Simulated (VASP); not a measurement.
Runs of VASP 6.6.1 on C. The structure is that of space group Cmmm (No. 65), or close to it. The cells are those of the table. 

```csv
task,cell,k mesh,cutoff (eV),gap on the mesh (eV),pressure (GPa),relaxed volume (Å³/atom)
relaxation of cell and atoms,"relaxed from a = 4.333, b = 4.333, c = 4.291 Å, angles 90.0, 90.0, 163.0°, 1 atom",20 × 20 × 6,600,none,0.0,15.47
single point,"a = 3.582, b = 3.582, c = 3.487 Å, angles 90.0, 90.0, 159.3°, 1 atom",20 × 20 × 6,520,none,-0.2,-
single point,"a = 4.333, b = 4.333, c = 4.291 Å, angles 90.0, 90.0, 163.0°, 1 atom",18 × 18 × 6,520,none,-0.1,-
relaxation of cell and atoms,"relaxed from a = 3.961, b = 3.961, c = 4.034 Å, angles 90.0, 90.0, 161.4°, 1 atom",18 × 18 × 6,600,none,0.0,(a)
```

Alike in all rows: level PBE; potentials or basis VASP PAW PBE potentials, release 64 (C); no spin polarisation; smearing gaussian 0.02 eV.

Problem. Estimate the missing entries.

Solution. (a) 22.09.

Caveats: the volume moved by over 15 % at a fixed basis, so the end points are rough (some runs).

A gap of «none» marks levels without a gap at the run's occupations.
